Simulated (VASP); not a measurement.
Write the native input for VASP 6.6.1 that does the following.

```
Task                   : single point
Functional             : PBE
Potentials or basis    : VASP PAW PBE potentials, release 64 (Sn_d, C)
Cutoff                 : 520 eV
k mesh                 : 12 × 12 × 4
Occupations            : gaussian, width 0.1 eV
Spin                   : no spin polarisation
Dipole correction      : no
Further INCAR settings : ALGO = Normal; EDIFF = 1e-07; NBANDS = 43
```

The structure of SnC2 lies in POSCAR:

```
SnC2
1.0
    4.2918843248      0.0000000000      0.0000000000
   -2.1459421624      3.7168808554      0.0000000000
    0.0000000000      0.0000000000     11.5983394880
Sn C
3 6
Direct
    0.0000000000      0.0000000000      0.5000000000
    0.3333333333      0.6666666667      0.3628364720
    0.6666666667      0.3333333333      0.6371635280
    0.6666563088      0.0000000000      0.0000000000
    0.0000000000      0.3333436912      0.0000000000
    0.3333436912      0.3333436912      0.0000000000
    0.6666563088      0.6666563088      0.0000000000
    0.3333436912      0.0000000000      0.0000000000
    0.0000000000      0.6666563088      0.0000000000
```

These files were run (other wordings do the same):

INCAR

```
ALGO = Normal
EDIFF = 1E-7
ENCUT = 520
GGA = PE
ISIF = 2
ISMEAR = 0
LASPH = T
LCHARG = F
LREAL = F
LWAVE = F
NBANDS = 43
NELM = 100
PREC = Accurate
SIGMA = 0.1
```

KPOINTS

```
k-points
0
Gamma
  12 12 4
```

Potentials or basis: VASP PAW PBE potentials, release 64 (Sn_d, C).

Command:

```bash
$ cat potpaw_PBE.64/Sn_d/POTCAR potpaw_PBE.64/C/POTCAR > POTCAR
$ mpirun -np 1 vasp_std > vasp.out
```

It gave:

* Pressure: 0.1 GPa
* Largest force: 0.003 eV/Å
* Band gap on the k mesh: zero (band 33 reaches 4.41 eV, above the bottom of band 34 at 4.10 eV)

Caveat: spin-orbit coupling is left out, which moves the levels of the heavy elements.

Wall time 11 min on 1 thread of Oxide Virtual Turin-like Processor, with other jobs on the host, peak memory 0.53 GiB.
